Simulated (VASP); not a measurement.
A run of VASP 6.6.1:

INCAR

```
ALGO = Normal
EDIFF = 1E-6
ENCUT = 520
GGA = PS
ISIF = 2
ISMEAR = -1
LASPH = True
LCHARG = False
LREAL = False
LWAVE = False
NBANDS = 29
NELM = 80
PREC = Accurate
SIGMA = 0.1
```

The input KPOINTS:

```
k-points
0
Gamma
  4 4 4
```

POSCAR

```
TiPt3
1.0
    3.8970000000      0.0000000000      0.0000000000
    0.0000000000      3.8970000000      0.0000000000
    0.0000000000      0.0000000000      3.8970000000
Ti Pt
1 3
Direct
    0.0000000000      0.0000000000      0.0200000000
    0.0000000000      0.5000000000      0.5000000000
    0.5000000000      0.0000000000      0.5000000000
    0.5000000000      0.5000000000      0.0000000000
```

Potentials or basis: VASP PAW PBE potentials, release 64 (Ti_sv, Pt).

The run is started by

```sh
$ cat potpaw_PBE.64/Ti_sv/POTCAR potpaw_PBE.64/Pt/POTCAR > POTCAR
$ mpirun -np 1 vasp_std > vasp.out
```

Hardware: 1 thread of Intel Xeon 6975P-C, on a shared host.

Q: Estimate the wall time of this run.

A: It took 36 s on 1 thread of Intel Xeon 6975P-C, on a shared host, peak memory 0.18 GiB. Counts: scf iterations 17, k points 18.
